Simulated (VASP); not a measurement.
# C (Fd-3m) in VASP: a series of runs, part 2 of 2

VASP 6.6.1.

### Step 3. Single point, PBE

This run uses another cell than the first one, of 5.62 Å³/atom, 0.996 times its volume.

INCAR reads:

```
SYSTEM = C
PREC = Accurate
ENCUT = 600
EDIFF = 1E-6
ISMEAR = 0
SIGMA = 0.01
LREAL = .False.
LASPH = .True.
NELM = 120
ALGO = Normal
ISIF = 2
LWAVE = .False.
LCHARG = .False.
GGA = PE
NBANDS = 11
GGA_COMPAT = .False.
```

KPOINTS reads:

```
Automatic mesh
0
Gamma
  8 8 8
  0 0 0
```

POSCAR reads:

```
C
1.0
    2.5141656074      0.0000000000      0.0000000000
    1.2570828037      2.1773312853      0.0000000000
    1.2570828037      0.7257770951      2.0528076223
C
2
Direct
    0.0000000000      0.0000000000      0.0000000000
    0.2500000000      0.2500000000      0.2500000000
```

Potentials or basis: VASP PAW PBE potentials, release 64 (C).

Started as:

```
> cat potpaw_PBE.64/C/POTCAR > POTCAR
> mpirun -np 1 vasp_std > vasp.out
```

OUTCAR:

```text
SYSTEM = C
   PREC = Accurate
   ENCUT = 600
   EDIFF = 1E-6
   ISMEAR = 0
   LREAL = .False.
   LASPH = .True.
   NELM = 120
   ISIF = 2
   GGA = PE

 ion  position               nearest neighbor table
   1  0.000  0.000  0.000-   2 1.54   2 1.54   2 1.54   2 1.54
   2  0.250  0.250  0.250-   1 1.54   1 1.54   1 1.54   1 1.54

  LATTYP: Found a face centered cubic cell.
 ALAT       =     3.5555671000

  Lattice vectors:

[... 514 lines left out ...]
      4       5.1332      2.00000
      5      18.1957      0.00000
      6      19.3952      0.00000
      7      23.0445      0.00000
      8      24.8455      0.00000
      9      28.2736      0.00000
     10      33.9487      0.00000
     11      36.3327      0.00000

 [... further k-points ...]
[... 5 lines left out ...]
  --------------------------------------------------------------------------------------
  -------------------------------------------------------------------------------------
  Total        0.4216899      0.4216899      0.4216899     -0.0000000     -0.0000000     -0.0000000
  in kB       60.1225093     60.1225093     60.1225093     -0.0000000     -0.0000000     -0.0000000
  external PRESSURE =      60.1225093 kB  Pullay stress =       0.0000000 kB

 VOLUME and BASIS-vectors are now :
 -----------------------------------------------------------------------------
  energy-cutoff  :      600.00
  volume of cell :       11.24
      direct lattice vectors                 reciprocal lattice vectors
     2.514165607  0.000000000  0.000000000     0.397746273 -0.229638918 -0.162379236
     1.257082804  2.177331285  0.000000000     0.000000000  0.459277836 -0.162379236
     1.257082804  0.725777095  2.052807622     0.000000000  0.000000000  0.487137708

 POSITION                                       TOTAL-FORCE (eV/Angst)
 -----------------------------------------------------------------------------------
      0.00000      0.00000      0.00000         0.000000     -0.000000     -0.000000
      1.25708      0.72578      0.51320        -0.000000      0.000000      0.000000
 -----------------------------------------------------------------------------------
    total drift:                                0.000000      0.000000     -0.000000

  FREE ENERGIE OF THE ION-ELECTRON SYSTEM (eV)
  ---------------------------------------------------
  free  energy   TOTEN  =       -18.1862884698 eV

  energy  without entropy=      -18.1862884698  energy(sigma->0) =      -18.18628847
```

OSZICAR:

```text
N       E                     dE             d eps       ncg     rms          rms(c)
DAV:   1     0.178129372886E+01    0.17813E+01   -0.50804E+03   646   0.796E+02
DAV:   2    -0.184482786172E+02   -0.20230E+02   -0.19589E+02   873   0.135E+02
DAV:   3    -0.188417942893E+02   -0.39352E+00   -0.39261E+00   755   0.138E+01
DAV:   4    -0.188425444785E+02   -0.75019E-03   -0.75017E-03   671   0.701E-01
DAV:   5    -0.188425453420E+02   -0.86354E-06   -0.86352E-06   743   0.239E-02    0.560E+00
DAV:   6    -0.183501228576E+02    0.49242E+00   -0.25736E-01   647   0.358E+00    0.334E+00
DAV:   7    -0.181844003006E+02    0.16572E+00   -0.31430E-01   677   0.401E+00    0.764E-01
DAV:   8    -0.181862289035E+02   -0.18286E-02   -0.87441E-03   653   0.703E-01    0.439E-02
DAV:   9    -0.181862679004E+02   -0.38997E-04   -0.61986E-05   751   0.636E-02    0.244E-02
DAV:  10    -0.181862883962E+02   -0.20496E-04   -0.15417E-05   674   0.347E-02    0.528E-03
DAV:  11    -0.181862884698E+02   -0.73596E-07   -0.24893E-07   575   0.459E-03
   1 F= -.18186288E+02 E0= -.18186288E+02  d E =-.126474E-12
```

Run time: 4.9 s. Hardware: 1 thread of Intel Xeon Platinum 8488C (Sapphire Rapids), shared host; peak memory 0.11 GiB.

What came out:

```
Free energy            : -18.1863 eV
Pressure               : 6.0 GPa
Band gap on the k mesh : 4.15 eV, indirect (least direct gap 5.62 eV)
```

Levels at points of the mesh, in eV from the valence-band top:
| k point | band 1 | band 2 | band 3 | band 4 | band 5 | band 6 | band 7 | band 8 | band 9 |
| --- | --- | --- | --- | --- | --- | --- | --- | --- | --- |
| (0.00, 0.00, 0.00) | -21.60 | 0.00 | 0.00 | 0.00 | 5.62 | 5.62 | 5.62 | 13.55 | 19.42 |
| (0.50, 0.00, 0.00) | -15.77 | -13.48 | -2.82 | -2.82 | 8.50 | 8.50 | 8.98 | 15.78 | 22.02 |
| (0.50, 0.50, 0.00) | -12.83 | -12.83 | -6.36 | -6.36 | 4.78 | 4.78 | 16.95 | 16.95 | 23.40 |

A k mesh can miss the band edges. A hybrid or GW would open this gap; PBE tends to underestimate it.

### Step 4. Single point, PBE

This run uses another cell than the first one, of 5.59 Å³/atom, 0.991 times its volume.

INCAR reads:

```
SYSTEM = C
PREC     = Accurate       ! precision mode
ENCUT    = 600            ! plane-wave cutoff, eV
EDIFF    = 1E-6           ! SCF threshold, eV
ISMEAR   = 0              ! smearing method
SIGMA    = 0.01           ! smearing width, eV
LREAL    = .FALSE.        ! projectors in reciprocal space
LASPH    = .TRUE.         ! aspherical terms in the spheres
NELM     = 120            ! most SCF steps
ALGO     = Normal         ! electronic algorithm
ISIF     = 2              ! what is computed and relaxed
LWAVE    = .FALSE.        ! write WAVECAR
LCHARG   = .FALSE.        ! write CHGCAR
GGA      = PE             ! functional
NBANDS   = 11             ! bands
GGA_COMPAT= .FALSE.
```

KPOINTS reads:

```
regular mesh
0
G
  8 8 8
  0 0 0
```

POSCAR reads:

```
C
1.0
    2.5105230771      0.0000000000      0.0000000000
    1.2552615386      2.1741767616      0.0000000000
    1.2552615386      0.7247255872      2.0498335088
C
2
Direct
    0.0000000000      0.0000000000      0.0000000000
    0.2500000000      0.2500000000      0.2500000000
```

Started as:

```
> cat potpaw_PBE.64/C/POTCAR > POTCAR
> mpirun -np 1 vasp_std > vasp.out
```

Wall time 5.6 s (1 thread of Intel Xeon Platinum 8488C (Sapphire Rapids), shared host); peak memory 0.11 GiB.

The run converged. Its results:

| Item | Value |
| --- | --- |
| Free energy | -18.1838 eV |
| Pressure | 8.0 GPa |
| Band gap on the k mesh | 4.16 eV, indirect (least direct gap 5.63 eV) |

Levels at points of the mesh, in eV from the valence-band top:
```
           k point  band 2  band 3  band 4  band 5  band 6  band 7
(0.00, 0.00, 0.00)    0.00    0.00    0.00    5.63    5.63    5.63
(0.50, 0.00, 0.00)  -13.53   -2.84   -2.84    8.52    8.52    9.04
(0.50, 0.50, 0.00)  -12.86   -6.38   -6.38    4.79    4.79   17.01
```

### Step 5. Relaxation of cell and atoms, PBE

This run uses another cell than the first one, of 5.67 Å³/atom, 1.005 times its volume.

INCAR reads:

```
SYSTEM = C
PREC     = Accurate       ! precision mode
ENCUT    = 600            ! plane-wave cutoff, eV
EDIFF    = 1E-7           ! SCF threshold, eV
ISMEAR   = 0              ! smearing method
SIGMA    = 0.01           ! smearing width, eV
LREAL    = .FALSE.        ! projectors in reciprocal space
LASPH    = .TRUE.         ! aspherical terms in the spheres
NELM     = 120            ! most SCF steps
ALGO     = Normal         ! electronic algorithm
ISIF     = 3              ! what is computed and relaxed
LWAVE    = .FALSE.        ! write WAVECAR
LCHARG   = .FALSE.        ! write CHGCAR
GGA      = PE             ! functional
IBRION   = 2              ! ionic algorithm
NSW      = 80             ! ionic steps
EDIFFG   = -0.005         ! ionic threshold
GGA_COMPAT= .FALSE.      
NELMIN   = 4
```

KPOINTS reads:

```
Automatic mesh
0
G
  8 8 8
  0 0 0
```

POSCAR reads:

```
C
1.0
    2.5220660000      0.0000000000      0.0000000000
    1.2610330000      2.1841732260      0.0000000000
    1.2610330000      0.7280577420      2.0592582659
C
2
Direct
    0.0000000000      0.0000000000      0.0000000000
    0.2500000000      0.2500000000      0.2500000000
```

Started as:

```
> cat potpaw_PBE.64/C/POTCAR > POTCAR
> mpirun -np 1 vasp_std > vasp.out
```

It took 10 s on 1 thread of Intel Xeon Platinum 8488C (Sapphire Rapids), shared host; peak memory 0.11 GiB.

It converged, with:

```
Free energy                            : -18.1895 eV
Relaxed volume                         : 5.70 Å³/atom
Relaxed cell                           : a = 2.526 Å, b = 2.526 Å, c = 2.526 Å, α = 60.00°, β = 60.00°, γ = 60.00°
Space group after relaxing (to 0.05 Å) : Fd-3m (No. 227)
Energy gained by relaxing              : 0.1 meV/atom
Ionic steps                            : 3
Pressure after relaxing                : 0.0 GPa
Band gap on the k mesh                 : 4.12 eV, indirect (least direct gap 5.58 eV)
```

Step by step:
```
step  energy change (eV)  largest force (eV/Å)  pressure (GPa)  volume (Å³)
   1              0.0000                0.0000            1.79        11.34
   2              0.0001                0.0000           -2.16        11.45
   3             -0.0003                0.0000            0.01        11.39
```

Final structure:
```
C
1.0
     2.52550    0.00000    0.00000
     1.26275    2.18715    0.00000
     1.26275    0.72905    2.06206
C
2
Cartesian
  0.0000 0.0000 0.0000
  1.2628 0.7290 0.5155
```

Levels at points of the mesh, in eV from the valence-band top:
```tsv
k point	band 1	band 2	band 3	band 4	band 5	band 6	band 7	band 8
(0.00, 0.00, 0.00)	-21.42	0.00	0.00	0.00	5.58	5.58	5.58	13.24
(0.50, 0.00, 0.00)	-15.67	-13.33	-2.79	-2.79	8.44	8.44	8.79	15.66
(0.50, 0.50, 0.00)	-12.74	-12.74	-6.27	-6.27	4.75	4.75	16.74	16.74
```

A k mesh can miss the band edges. PBE usually gives volumes a little too large and moduli too small.

### Step 6. The runs side by side

```csv
task,cell,gap on the mesh (eV),pressure (GPa)
single point,"a = 2.518 Å, angles 60.0°, 2 atoms",4.14,4.0
single point,"a = 2.514 Å, angles 60.0°, 2 atoms",4.15,6.0
single point,"a = 2.511 Å, angles 60.0°, 2 atoms",4.16,8.0
relaxation of cell and atoms,"relaxed from a = 2.522 Å, angles 60.0°, 2 atoms",4.12,0.0
```

Alike in all rows: level PBE; potentials or basis VASP PAW PBE potentials, release 64 (C); no spin polarisation; k mesh 8 × 8 × 8; cutoff (eV) 600; smearing gaussian 0.01 eV.

Absolute energies hang on the potentials; compare differences alone.
